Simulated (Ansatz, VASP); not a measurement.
As in VASP and in Ansatz

Contents of INCAR:

```
ALGO = Normal
EDIFF = 1E-7
EDIFFG = -0.001
ENCUT = 500
GGA_COMPAT = False
IBRION = 2
ISIF = 3
ISMEAR = -1
LASPH = True
LCHARG = False
LREAL = False
LWAVE = False
NELM = 120
NELMIN = 4
NSW = 80
PREC = Accurate
SIGMA = 0.15
```

The input KPOINTS:

```
k-points
0
Gamma
  10 10 8
```

POSCAR

```
As
1.0
    1.8565982876     -5.3832372401      0.0000000000
    1.8565982876      5.3832372401      0.0000000000
    0.0000000000      0.0000000000      4.2114459141
As
4
Direct
    0.1127205090      0.8872794910      0.0536712428
    0.8872794910      0.1127205090      0.9463287572
    0.3872794910      0.6127205090      0.5536712428
    0.6127205090      0.3872794910      0.4463287572
```

Input for Ansatz:

```yaml
crystal:
  lattice:
    - [1.8565982876, -5.3832372401, 0.0]
    - [1.8565982876, 5.3832372401, 0.0]
    - [0.0, 0.0, 4.2114459141]
  atoms:
    - { symbol: As, position: [0.112720509, 0.887279491, 0.0536712428] }
    - { symbol: As, position: [0.887279491, 0.112720509, 0.9463287572] }
    - { symbol: As, position: [0.387279491, 0.612720509, 0.5536712428] }
    - { symbol: As, position: [0.612720509, 0.387279491, 0.4463287572] }
basis:
  ecutwfc: 420
kpoints:
  mp_grid: { grid: [10, 10, 8] }
hamiltonian:
  xc: lda
  pseudopotentials: { kind: paw, azcp: { folder: soft_1 } }
scf:
  occupations: { method: fermi_dirac, width: 0.15 }
output:
  forces: true
  stress: true
  eigenvalues: true
  write_density: true
  write_potential: true
  elf: true
  volumetric_format: npy
relax:
  adjacent_minimum: "off"
  f_tol: 0.001
  max_steps: 60
  cell: { stress_tol: 0.01 }
```

Alike in both runs: task relaxation of cell and atoms; functional LDA; k mesh 10 × 10 × 8; occupations fermi-dirac, width 0.15 eV; no spin polarisation.

|  | VASP | Ansatz |
| --- | --- | --- |
| version | VASP 6.6.1 | Ansatz 0.2.0 |
| potentials or method | VASP PAW LDA potentials, release 64 (As), cutoff 500 eV | scalar-relativistic, plane waves, PAW |
| valence electrons in the cell | 20 | 60 |

|  | VASP | Ansatz | Ansatz less VASP |
| --- | --- | --- | --- |
| gap on the k mesh at the Fermi level, each at its own relaxed structure (eV) | none | none | - |
| relaxed volume (Å³/atom) | 21.04 | 21.02 | -0.029 |
| relaxed length of the cell vector where the two differ most in proportion (Å) | 4.204 | 4.211 | +0.0070 |

Ansatz warns that its potentials were made for another functional, while VASP's fit it. LDA's correlation is that of Perdew and Zunger in VASP and of Perdew and Wang (1992) in Ansatz. A gap of «none» marks a metal or a gap that the smearing closes. VASP's potentials hold 20 valence electrons a cell and Ansatz's 60, so a difference there can come from the potentials and not from the codes.
